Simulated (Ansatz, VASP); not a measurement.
# One calculation of BaTiO3, two programs

The input POSCAR:

```
BaTiO3
1.0
    4.0782473671      0.0000000000      0.0000000000
    0.0000000000      4.0782473671      0.0000000000
    0.0000000000      0.0000000000      4.0968043205
Ba Ti O
1 1 3
Direct
    0.0000000000      0.0000000000      0.0000000000
    0.5000000000      0.5000000000      0.4900000000
    0.0000000000      0.5000000000      0.5170000000
    0.5000000000      0.0000000000      0.5170000000
    0.5000000000      0.5000000000      0.0190000000
```

INCAR.step1

```
SYSTEM = BaTiO3
PREC = Accurate ; ENCUT = 520
ISMEAR = -1 ; SIGMA = 0.05
LREAL = .False. ; LASPH = .True.
NELM = 150 ; MAGMOM = 0 0 0 0 0 0 0 0 0 0 0 0 0 0 0
LSORBIT = .True. ; GGA_COMPAT = .False.
LMAXMIX = 4 ; NBANDS = 55
GGA = PE ; ALGO = Normal
EDIFF = 1E-4 ; LWAVE = .True.
LCHARG = .False.
```

File INCAR.step2:

```
SYSTEM = BaTiO3
PREC = Accurate ; ENCUT = 520
EDIFF = 1E-6 ; ISMEAR = -1
SIGMA = 0.05 ; LREAL = .False.
LASPH = .True. ; NELM = 150
ALGO = Normal ; ISIF = 2
LWAVE = .False. ; LCHARG = .True.
MAGMOM = 0 0 0 0 0 0 0 0 0 0 0 0 0 0 0 ; LORBIT = 11
LSORBIT = .True. ; GGA_COMPAT = .False.
LORBMOM = .True. ; LMAXMIX = 4
METAGGA = R2SCAN ; LMIXTAU = .True.
LVHAR = .True. ; NBANDS = 55
ISTART = 1
```

File KPOINTS:

```
regular mesh
0
Gamma
  7 7 7
  0 0 0
```

Contents of input.yaml:

```yaml
crystal:
  lattice:
    - [4.0782473671, 0.0, 0.0]
    - [0.0, 4.0782473671, 0.0]
    - [0.0, 0.0, 4.0968043205]
  atoms:
    - { symbol: Ba, position: [0.0, 0.0, 0.0] }
    - { symbol: Ti, position: [0.5, 0.5, 0.49] }
    - { symbol: O, position: [0.0, 0.5, 0.517] }
    - { symbol: O, position: [0.5, 0.0, 0.517] }
    - { symbol: O, position: [0.5, 0.5, 0.019] }
hamiltonian:
  xc: r2scan
  pseudopotentials: { kind: paw_fr }
magnetization:
  noncollinear: true
  spin_orbit: true
kpoints:
  mp_grid: { grid: [7, 7, 7] }
scf:
  occupations: { method: fermi_dirac, width: 0.05 }
output:
  forces: true
  stress: true
  eigenvalues: true
  write_density: true
  write_potential: true
  elf: true
  volumetric_format: npy
```

Alike in both runs: task single point; functional r2SCAN; k mesh 7 × 7 × 7; occupations fermi-dirac, width 0.05 eV; non-collinear spin, spin-orbit coupling.

|  | VASP | Ansatz |
| --- | --- | --- |
| version | VASP 6.6.1 | Ansatz 0.2.0 |
| potentials or method | VASP PAW PBE potentials, release 64 (Ba_sv, Ti_sv, O) | Ansatz PAW |
| plane-wave cutoff (eV) | 520 | 500 |
| valence electrons in the cell | 40 | 40 |

|  | VASP | Ansatz | Ansatz less VASP |
| --- | --- | --- | --- |
| pressure (GPa) | -8.2 | -9.8 | -1.59 |
| traceless stress, the component that is largest in VASP (GPa) | 0.49 | 0.43 | -0.055 |
| rms of the force components (eV/Å) | 0.201 | 0.227 | +0.0267 |

VASP's potentials were made for PBE, not for r2SCAN. Atom by atom the forces differ by 0.031 eV/Å (rms over components). The functional is the same, so the differences come from potentials, cutoffs and numerics.

Noted on Ansatz's run: odd divisions of the mesh miss points on the zone boundary, where band edges often lie, so the gap on the mesh can be too wide.
